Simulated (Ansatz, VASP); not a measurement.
**PbSe: VASP beside Ansatz**

INCAR

```
SYSTEM = PbSe
ALGO = Normal
EDIFF = 1E-6
ENCUT = 520
GGA = PE
ISIF = 2
ISMEAR = -1
LASPH = .True.
LCHARG = .True.
LELF = .True.
LREAL = .False.
LVHAR = .True.
LWAVE = .False.
NBANDS = 17
NELM = 100
PREC = Accurate
SIGMA = 0.01
```

File KPOINTS:

```
k-points
0
Gamma
  9 9 9
  0 0 0
```

Contents of POSCAR:

```
PbSe
1.0
    0.0000000000      3.0621500000      3.0621500000
    3.0621500000      0.0000000000      3.0621500000
    3.0621500000      3.0621500000      0.0000000000
Pb Se
1 1
Direct
    0.0000000000      0.0000000000      0.0000000000
    0.5000000000      0.5000000000      0.5000000000
```

Input for Ansatz:

```yaml
crystal:
  lattice:
    - [0.0, 3.06215, 3.06215]
    - [3.06215, 0.0, 3.06215]
    - [3.06215, 3.06215, 0.0]
  atoms:
    - { symbol: Pb, position: [0.0, 0.0, 0.0] }
    - { symbol: Se, position: [0.5, 0.5, 0.5] }
kpoints:
  mp_grid: { grid: [9, 9, 9] }
  band_path:
    path:
      - [0.0, 0.0, 0.0]
      - [0.5, 0.0, 0.5]
      - [0.625, 0.25, 0.625]
      - [0.375, 0.375, 0.75]
      - [0.0, 0.0, 0.0]
      - [0.5, 0.5, 0.5]
      - [0.5, 0.25, 0.75]
      - [0.5, 0.0, 0.5]
    npoints: 8
scf:
  occupations: { method: fermi_dirac, width: 0.01 }
hamiltonian:
  xc: pbe
  pseudopotentials: { kind: all_electron, lapw: { basis_error: 0.00025 } }
output:
  forces: true
  stress: true
  eigenvalues: true
  fatbands: true
  populations: true
  dos: { projected: true, de: 0.2, e_range: [-14, 8] }
```

Alike in both runs: task single point; functional PBE; k mesh 9 × 9 × 9; occupations fermi-dirac, width 0.01 eV; no spin polarisation.

|  | VASP | Ansatz |
| --- | --- | --- |
| version | VASP 6.6.1 | Ansatz 0.2.0 |
| potentials or method | VASP PAW PBE potentials, release 64 (Pb_d, Se), cutoff 520 eV | all-electron LAPW, scalar-relativistic |

```tsv
	VASP	Ansatz	Ansatz less VASP
pressure (GPa)	2.3	2.3	+0.02
```

Ansatz ran all-electron here, and VASP with PAW potentials.

Spin-orbit coupling is off throughout.
